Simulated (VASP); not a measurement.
A run of VASP 6.6.1 is set up as follows.

INCAR

```
  ALGO = Normal
  EDIFF = 1E-6
  ENCUT = 520
  GGA = CA
  ISIF = 2
  ISMEAR = -1
  LASPH = T
  LCHARG = T
  LELF = T
  LREAL = F
  LVHAR = T
  LWAVE = F
  NBANDS = 8
  NELM = 80
  PREC = Accurate
  SIGMA = 0.1
```

File KPOINTS:

```
k-points
0
Gamma
  28 28 28
```

File POSCAR:

```
C
1.0
   -0.9600351080      0.9600351080      0.9600351080
    0.9600351080     -0.9600351080      0.9600351080
    0.9600351080      0.9600351080     -0.9600351080
C
1
Direct
    0.0000000000      0.0000000000      0.0000000000
```

Potentials or basis: VASP PAW LDA potentials, release 64 (C).

Run with:

```console
$ cat potpaw_LDA.64/C/POTCAR > POTCAR
$ mpirun -np 1 vasp_std > vasp.out
```

Problem. Predict the pressure.

Solution. 392.3 GPa.

Problem. What does it give for the band gap on the k mesh?

Solution. Zero (band 2 reaches 36.51 eV, above the bottom of band 3 at 12.51 eV).
